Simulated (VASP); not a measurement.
# Mg in VASP: a series of runs

Runs on Mg. Level: r2SCAN. Tasks: single point.

Program: VASP 6.6.1. These are calculated values, not measurements. Logs are shortened: lines on timing, memory, paths and dates and some standing lists are left out, and cuts for length are marked.

## (1) The cell of the first run

The cell holds a wire with vacuum, 1 atom: a = 9.000 Å, b = 9.300 Å, c = 2.773 Å, α = 90.00°, β = 90.00°, γ = 90.00°.

## (2) Single point, r2SCAN, collinear spin, ferromagnetic start

File POSCAR:

```
Mg
1.0
    9.0000000000      0.0000000000      0.0000000000
    0.0000000000      9.3000000000      0.0000000000
    0.0000000000      0.0000000000      2.7728302490
Mg
1
Direct
    0.5000000000      0.5000000000      0.0000000000
```

File INCAR.step1:

```
SYSTEM = Mg
PREC     = Accurate       ! precision mode
ENCUT    = 520            ! plane-wave cutoff, eV
ISMEAR   = 0              ! smearing method
SIGMA    = 0.05           ! smearing width, eV
LREAL    = .FALSE.        ! projectors in reciprocal space
LASPH    = .TRUE.         ! aspherical terms in the spheres
NELM     = 150            ! most SCF steps
ISPIN    = 2              ! spin polarisation
MAGMOM   = 0.5            ! initial moments
NBANDS   = 11             ! bands
GGA      = PE             ! functional
ALGO     = Normal         ! electronic algorithm
EDIFF    = 1E-4           ! SCF threshold, eV
LWAVE    = .TRUE.         ! write WAVECAR
LCHARG   = .FALSE.        ! write CHGCAR
```

File INCAR.step2:

```
SYSTEM = Mg
PREC     = Accurate       ! precision mode
ENCUT    = 520            ! plane-wave cutoff, eV
EDIFF    = 1E-6           ! SCF threshold, eV
ISMEAR   = 0              ! smearing method
SIGMA    = 0.05           ! smearing width, eV
LREAL    = .FALSE.        ! projectors in reciprocal space
LASPH    = .TRUE.         ! aspherical terms in the spheres
NELM     = 150            ! most SCF steps
ALGO     = Normal         ! electronic algorithm
ISIF     = 2              ! what is computed and relaxed
LWAVE    = .FALSE.        ! write WAVECAR
LCHARG   = .FALSE.        ! write CHGCAR
ISPIN    = 2              ! spin polarisation
MAGMOM   = 0.5            ! initial moments
LORBIT   = 11             ! projections on sites
METAGGA  = R2SCAN         ! meta-GGA
LMIXTAU  = .TRUE.       
NBANDS   = 11             ! bands
ISTART   = 1
```

File KPOINTS:

```
regular mesh
0
G
  1 1 23
  0 0 0
```

Potentials or basis: VASP PAW PBE potentials, release 64 (Mg).

On the command line:

```console
> cat potpaw_PBE.64/Mg/POTCAR > POTCAR
> cp INCAR.step1 INCAR
> mpirun -np 1 vasp_std > vasp.out
> cp INCAR.step2 INCAR
> mpirun -np 1 vasp_std > vasp.out
```

OUTCAR:

```text
SYSTEM = Mg
   PREC = Accurate
   ENCUT = 520
   EDIFF = 1E-6
   ISMEAR = 0
   LREAL = .FALSE.
   LASPH = .TRUE.
   NELM = 150
   ISIF = 2
   ISPIN = 2
   LORBIT = 11
   METAGGA = R2SCAN
   ISTART = 1

 ion  position               nearest neighbor table
   1  0.500  0.500  0.000-

  LATTYP: Found a simple orthorhombic cell.
 ALAT       =     2.7728302490
 B/A-ratio  =     3.2457810943
 C/A-ratio  =     3.3539737975

  Lattice vectors:

 A1 = (   0.0000000000,   0.0000000000,   2.7728302490)
 A2 = (   9.0000000000,   0.0000000000,   0.0000000000)
 A3 = (   0.0000000000,   9.3000000000,   0.0000000000)

Analysis of symmetry for initial positions (statically):
=====================================================================
 Subroutine PRICEL returns:
 Original cell was already a primitive cell.

 Routine SETGRP: Setting up the symmetry group for a
 simple orthorhombic supercell.

 Subroutine GETGRP returns: Found  8 space group operations
 (whereof  8 operations were pure point group operations)
 out of a pool of  8 trial point group operations.

The static configuration has the point symmetry D_2h.

Analysis of symmetry for dynamics (positions and initial velocities):
=====================================================================
 Subroutine PRICEL returns:
 Original cell was already a primitive cell.

 Routine SETGRP: Setting up the symmetry group for a
 simple orthorhombic supercell.

 Subroutine GETGRP returns: Found  8 space group operations
 (whereof  8 operations were pure point group operations)
 out of a pool of  8 trial point group operations.

The dynamic configuration has the point symmetry D_2h.

Analysis of structural, dynamic, and magnetic symmetry:
=====================================================================
 Subroutine PRICEL returns:
 Original cell was already a primitive cell.

 Routine SETGRP: Setting up the symmetry group for a
 simple orthorhombic supercell.

 Subroutine GETGRP returns: Found  8 space group operations
 (whereof  8 operations were pure point group operations)
 out of a pool of  8 trial point group operations.

The overall configuration has the point symmetry D_2h.

 Subroutine INISYM returns: Found  8 space group operations
 (whereof  8 operations are pure point group operations),
 and found     1 'primitive' translations

----------------------------------------------------------------------------------------

                                     Primitive cell

  volume of cell :     232.0859

  direct lattice vectors                    reciprocal lattice vectors
     9.000000000  0.000000000  0.000000000     0.111111111  0.000000000  0.000000000
     0.000000000  9.300000000  0.000000000     0.000000000  0.107526882  0.000000000
     0.000000000  0.000000000  2.772830249     0.000000000  0.000000000  0.360642344

  length of vectors
     9.000000000  9.300000000  2.772830249     0.111111111  0.107526882  0.360642344

  position of ions in fractional coordinates (direct lattice)
     0.500000000  0.500000000  0.000000000

  ion indices of the primitive-cell ions
   primitive index   ion index
                 1           1

----------------------------------------------------------------------------------------

 KPOINTS: regular mesh

Automatic generation of k-mesh.
 Grid dimensions read from file:
 generate k-points for:    1    1   23

 Generating k-lattice:

  Cartesian coordinates                     Fractional coordinates (reciprocal lattice)
     0.111111111  0.000000000  0.000000000     1.000000000  0.000000000  0.000000000
     0.000000000  0.107526882  0.000000000     0.000000000  1.000000000  0.000000000
     0.000000000  0.000000000  0.015680102     0.000000000  0.000000000  0.043478261

  Length of vectors
     0.111111111  0.107526882  0.015680102

  Shift w.r.t. Gamma in fractional coordinates (k-lattice)
     0.000000000  0.000000000  0.000000000

 Subroutine IBZKPT returns following result:
 ===========================================

 Found     12 irreducible k-points:

 Following reciprocal coordinates:
            Coordinates               Weight
  0.000000  0.000000  0.000000      1.000000
  0.000000  0.000000  0.043478      2.000000
  0.000000  0.000000  0.086957      2.000000
  0.000000  0.000000  0.130435      2.000000
  0.000000  0.000000  0.173913      2.000000
  0.000000  0.000000  0.217391      2.000000
  0.000000  0.000000  0.260870      2.000000
  0.000000  0.000000  0.304348      2.000000
  0.000000  0.000000  0.347826      2.000000
  0.000000  0.000000  0.391304      2.000000
  0.000000  0.000000  0.434783      2.000000
  0.000000  0.000000  0.478261      2.000000
   k-points           NKPTS =     12   k-points in BZ     NKDIM =     12   number of bands    NBANDS=     11
   number of dos      NEDOS =    301   number of ions     NIONS =      1
   total plane-waves  NPLWV = 117600
   dimension x,y,z NGX =    70 NGY =   70 NGZ =   24
   dimension x,y,z NGXF=   140 NGYF=  140 NGZF=   48
   ions per type =               1
   NGX,Y,Z   is equivalent  to a cutoff of  12.93, 12.51, 14.39 a.u.
   NGXF,Y,Z  is equivalent  to a cutoff of  25.86, 25.03, 28.78 a.u.
 SYSTEM =  Mg
   PREC   = accura    normal or accurate (medium, high low for compatibility)
   ISTART =      1    job   : 0-new  1-cont  2-samecut
   ICHARG =      0    charge: 1-file 2-atom 10-const
   ISPIN  =      2    spin polarized calculation?
   LNONCOLLINEAR =      F non collinear calculations
   LSORBIT =      F    spin-orbit coupling
   LASPH  =      T    aspherical Exc in radial PAW
   ENCUT  =  520.0 eV  38.22 Ry    6.18 a.u.  16.73 17.29  5.16*2*pi/ulx,y,z
   NELM   =    150;   NELMIN=  2; NELMDL=  0     # of ELM steps
   EDIFF  = 0.1E-05   stopping-criterion for ELM
   LREAL  =      F    real-space projection
   EDIFFG = 0.1E-04   stopping-criterion for IOM
   NSW    =      0    number of steps for IOM
   IBRION =     -1    ionic relax: 0-MD 1-quasi-New 2-CG
   NFREE  =      0    steps in history (QN), initial steepest desc. (CG)
   ISIF   =      2    stress and relaxation
   ISYM   =      2    0-nonsym 1-usesym 2-fastsym
   POTIM  = 0.5000    time-step for ionic-motion
   TEBEG  =    0.0;   TEEND  =   0.0 temperature during run
   PSTRESS=    0.0 pullay stress
   NELECT =       2.0000    total number of electrons
   NUPDOWN=      -1.0000    fix difference up-down
   EMIN   =  10.00;   EMAX   =-10.00  energy-range for DOS
   EFERMI =   0.00;   METHOD = LEGACY
   ISMEAR =     0;   SIGMA  =   0.05  broadening in eV -4-tet -1-fermi 0-gaus
   EFERMI_NEDOS =   21; number of points for ismear=-14 and -15
   IALGO  =     38    algorithm
   IMIX   =      4    mixing-type and parameters
     AMIX     =   0.40;   BMIX     =  1.00
     AMIX_MAG =   1.60;   BMIX_MAG =  1.00
  volume/ion in A,a.u.               =     232.09      1566.19
  Fermi-wavevector in a.u.,A,eV,Ry     =   0.335636  0.634260  1.532717  0.112652
  Thomas-Fermi vector in A             =   1.235345
   LORBIT       =     11    0 simple, 1 ext, 2 COOP (PROOUT), +10 PAW based schemes
   METAGGA = R2SCAN    functional components
   LHFCALC =     F    Hartree Fock is set to
   AEXX    =    0.0000 exact exchange contribution
   IVDW    =     0    specifies the selected vdW correction
   LEPSILON=     F    determine dielectric tensor
   LRPA    =     F    only Hartree local field effects (RPA)
 spin polarized calculation
 Gauss-broadening in eV      SIGMA  =   0.05
  energy-cutoff  :      520.00
  volume of cell :      232.09
 maximum number of plane-waves:      6264
 NGX is ok and might be reduce to    70
   NGX = 33   NGY = 35   NGZ = 11

 number of electron       2.0000000 magnetization       0.1739130

 Free energy of the ion-electron system (eV)
  ---------------------------------------------------
  ext. energy  EPLUGINS =         0.00000000
  ---------------------------------------------------
  free energy    TOTEN  =        -2.63671929 eV

  energy without entropy =       -2.63512959  energy(sigma->0) =       -2.63592444

 E-fermi :  -1.8874     XC(G=0):  -2.0630

 val. band max:       -1.8929593318   @ k =   0.0000   0.0000   0.0435
 cond. band min:      -1.7767716887   @ k =   0.0000   0.0000   0.0870
 fundamental gap:      0.1161876431
 Fermi energy:        -1.8873777005

 spin component 1

 k-point     1 :       0.0000    0.0000    0.0000
  band No.  band energies     occupation
      1      -6.0612      1.00000
      2      -1.9317      0.89496
      3      -1.7174      0.00000
      4       0.1837      0.00000
      5       1.0377      0.00000
      6       2.0422      0.00000
      7       2.3544      0.00000
      8       2.5717      0.00000
      9       2.7063      0.00000
     10       4.6958      0.00000
     11       4.9745      0.00000
[... 141 lines left out ...]
 k-point    12 :       0.0000    0.0000    0.4783
  band No.  band energies     occupation
      1      -1.9683      0.98892
      2       0.1844      0.00000
      3       2.7476      0.00000
      4       2.8613      0.00000
      5       3.6434      0.00000
      6       3.7537      0.00000
      7       4.7403      0.00000
      8       5.6092      0.00000
      9       5.6817      0.00000
     10       6.5596      0.00000
     11       6.7648      0.00000
 Fermi energy:        -1.8873777005

 spin component 2

 k-point     1 :       0.0000    0.0000    0.0000
  band No.  band energies     occupation
      1      -5.8569      1.00000
      2      -1.6971      0.00000
      3      -1.5510      0.00000
      4       0.2570      0.00000
      5       1.1172      0.00000
      6       2.2212      0.00000
      7       2.4304      0.00000
      8       2.5564      0.00000
      9       2.7870      0.00000
     10       4.8419      0.00000
     11       4.9388      0.00000
[... 141 lines left out ...]
 k-point    12 :       0.0000    0.0000    0.4783
  band No.  band energies     occupation
      1      -1.6061      0.00000
      2       0.2342      0.00000
      3       2.9649      0.00000
      4       3.0718      0.00000
      5       3.8744      0.00000
      6       3.9726      0.00000
      7       4.7852      0.00000
      8       5.6571      0.00000
      9       5.6889      0.00000
     10       6.5695      0.00000
     11       6.8703      0.00000

------------------------ aborting loop because EDIFF is reached ----------------------------------------

  FORCE on cell =-STRESS in cart. coord.  units (eV):
  Direction    XX          YY          ZZ          XY          YZ          ZX
  --------------------------------------------------------------------------------------
  -------------------------------------------------------------------------------------
  Total       -0.0440523      0.0031169      2.1112203      0.0000000      0.0000000      0.0000000
  in kB       -0.3041099      0.0215171     14.5745579      0.0000000      0.0000000      0.0000000
  external PRESSURE =       4.7639884 kB  Pullay stress =       0.0000000 kB

 VOLUME and BASIS-vectors are now :
 -----------------------------------------------------------------------------
  energy-cutoff  :      520.00
  volume of cell :      232.09
      direct lattice vectors                 reciprocal lattice vectors
     9.000000000  0.000000000  0.000000000     0.111111111  0.000000000  0.000000000
     0.000000000  9.300000000  0.000000000     0.000000000  0.107526882  0.000000000
     0.000000000  0.000000000  2.772830249     0.000000000  0.000000000  0.360642344

 POSITION                                       TOTAL-FORCE (eV/Angst)
 -----------------------------------------------------------------------------------
      4.50000      4.65000      0.00000         0.000000      0.000000      0.000000
 -----------------------------------------------------------------------------------
    total drift:                                0.000000     -0.000000     -0.000000

  FREE ENERGIE OF THE ION-ELECTRON SYSTEM (eV)
  ---------------------------------------------------
  free  energy   TOTEN  =        -2.6367192948 eV

  energy  without entropy=       -2.6351295875  energy(sigma->0) =       -2.63592444

 total charge

# of ion       s       p       d       tot
------------------------------------------
    1        0.277   0.089   0.002   0.368

 magnetization (x)

# of ion       s       p       d       tot
------------------------------------------
    1       -0.003   0.021   0.000   0.019
```

Run time: 2.4 min. Hardware: 1 thread of Intel Xeon 6975P-C (Granite Rapids), shared host; peak memory 0.48 GiB.

What came out:

```yaml
Free_energy: -2.6367 eV
Net_moment: 0.17 μB per cell
Valence_electrons_inside_the_program's_atomic_spheres: Mg 0.37
```

Levels at points of the mesh, in eV from the Fermi level:
Spin up:
| k point | band 1 | band 2 | band 3 | band 4 | band 5 |
| --- | --- | --- | --- | --- | --- |
| (0.00, 0.00, 0.00) | -4.17 | -0.04 | 0.17 | 2.07 | 2.93 |
Spin down:
```
           k point  band 1  band 2  band 3  band 4
(0.00, 0.00, 0.00)   -3.97    0.19    0.34    2.14
```

Caveat: the PAW data sets were made with another functional, which shifts forces and pressure a little.

## (3) Single point, r2SCAN, collinear spin, ferromagnetic start

This run uses another cell than the first one, of 256.40 Å³/atom, 1.105 times its volume.

POSCAR: that of step 2 with these lines changed.

```diff
@@ -4,3 +4,3 @@
     0.0000000000      9.3000000000      0.0000000000
-    0.0000000000      0.0000000000      2.7728302490
+    0.0000000000      0.0000000000      3.0633512759
 Mg
```

File INCAR.step1:

```
PREC = Accurate
ENCUT = 520
ISMEAR = 0
SIGMA = 0.05
LREAL = False
LASPH = True
NELM = 150
ISPIN = 2
MAGMOM = 0.5
NBANDS = 11
GGA = PE
ALGO = Normal
EDIFF = 1E-4
LWAVE = True
LCHARG = False
```

File INCAR.step2:

```
PREC = Accurate
ENCUT = 520
EDIFF = 1E-6
ISMEAR = 0
SIGMA = 0.05
LREAL = False
LASPH = True
NELM = 150
ALGO = Normal
ISIF = 2
LWAVE = False
LCHARG = False
ISPIN = 2
MAGMOM = 0.5
LORBIT = 11
METAGGA = R2SCAN
LMIXTAU = True
NBANDS = 11
ISTART = 1
```

File KPOINTS:

```
regular mesh
0
Gamma
  1 1 23
```

Potentials or basis: VASP PAW PBE potentials, release 64 (Mg).

On the command line:

```console
> cat potpaw_PBE.64/Mg/POTCAR > POTCAR
> cp INCAR.step1 INCAR
> mpirun -np 1 vasp_std > vasp.out
> cp INCAR.step2 INCAR
> mpirun -np 1 vasp_std > vasp.out
```

Run time: 2.3 min. Hardware: 1 thread of Intel Xeon 6975P-C (Granite Rapids), shared host; peak memory 0.48 GiB.

Results (log left out):

| Quantity | Value |
| --- | --- |
| Free energy | -2.7355 eV |
| Band gap on the k mesh | 0.44 eV, indirect (least direct gap 1.17 eV) |
| Net moment | 0.00 μB per cell |
| Valence electrons inside the program's atomic spheres | Mg 0.33 |

Levels at points of the mesh, in eV from the valence-band top:
Spin up:
```tsv
k point	band 1	band 2	band 3	band 4
(0.00, 0.00, 0.00)	-3.65	0.44	0.46	2.19
```
Spin down:
```tsv
k point	band 1	band 2	band 3	band 4
(0.00, 0.00, 0.00)	-3.65	0.44	0.46	2.20
```

Caveat: the PAW data sets were made with another functional, which shifts forces and pressure a little.

(Part 1 of 2 ends here.)
